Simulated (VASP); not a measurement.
A run of VASP 6.6.1 is set up as follows.

The input INCAR:

```
PREC = Accurate
ENCUT = 520
EDIFF = 1E-6
ISMEAR = 0
SIGMA = 0.1
LREAL = False
LASPH = True
NELM = 150
ALGO = Normal
ISIF = 2
LWAVE = False
LCHARG = False
ISPIN = 2
MAGMOM = 0 0.41 0 0
LORBIT = 11
LMAXMIX = 4
GGA = PS
NBANDS = 28
LUSENCCL = False
```

KPOINTS

```
Automatic mesh
0
Gamma
  18 18 18
```

Contents of POSCAR:

```
NaTiO2
1.0
    1.4760340623      0.8521886632      5.4801074499
   -1.4760340623      0.8521886632      5.4801074499
    0.0000000000     -1.7043773264      5.4801074499
Na Ti O
1 1 2
Direct
    0.0000000000      0.0000000000      0.0000000000
    0.5000000000      0.5000000000      0.5000000000
    0.7634478001      0.7634478001      0.7634478001
    0.2365521999      0.2365521999      0.2365521999
```

Potentials or basis: VASP PAW PBE potentials, release 64 (Na_pv, Ti_sv, O).

The run is started by

```bash
$ cat potpaw_PBE.64/Na_pv/POTCAR potpaw_PBE.64/Ti_sv/POTCAR potpaw_PBE.64/O/POTCAR > POTCAR
$ mpirun -np 1 vasp_std > vasp.out
```

(1) Estimate the pressure.

(2) What does it give for the largest force?

(3) What does it give for the net moment?

## Answers

(1) 0.6 GPa.

(2) 0.026 eV/Å.

(3) 0.00 μB per cell.

Caveat: the PAW data sets were made with another functional, which shifts forces and pressure a little.
